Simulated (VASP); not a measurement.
A run of VASP 6.6.1:

Contents of INCAR:

```
PREC = Accurate
ENCUT = 600
EDIFF = 1E-7
ISMEAR = 0
SIGMA = 0.1
LREAL = False
LASPH = True
NELM = 100
ALGO = Normal
ISIF = 3
LWAVE = False
LCHARG = False
GGA = PE
IBRION = 2
NSW = 100
EDIFFG = -0.01
```

KPOINTS

```
regular mesh
0
Gamma
  24 24 24
```

POSCAR

```
NiC
1.0
    0.0000000000      2.0345999118      2.0345999118
    2.0345999118      0.0000000000      2.0345999118
    2.0345999118      2.0345999118      0.0000000000
Ni C
1 1
Direct
    0.5000000000      0.5000000000      0.5000000000
    0.0000000000      0.0000000000      0.0000000000
```

Potentials or basis: VASP PAW PBE potentials, release 64 (Ni, C).

Run with:

```sh
$ cat potpaw_PBE.64/Ni/POTCAR potpaw_PBE.64/C/POTCAR > POTCAR
$ mpirun -np 1 vasp_std > vasp.out
```

Hardware: 1 thread of Intel(R) Xeon(R) 6975P-C (Granite Rapids) (shared host).

Estimate the wall time of this run.

Wall time 50 s on 1 thread of Intel(R) Xeon(R) 6975P-C (Granite Rapids) (shared host), peak memory 0.23 GiB. Counts: scf iterations 16, k points 413, ion steps 1.
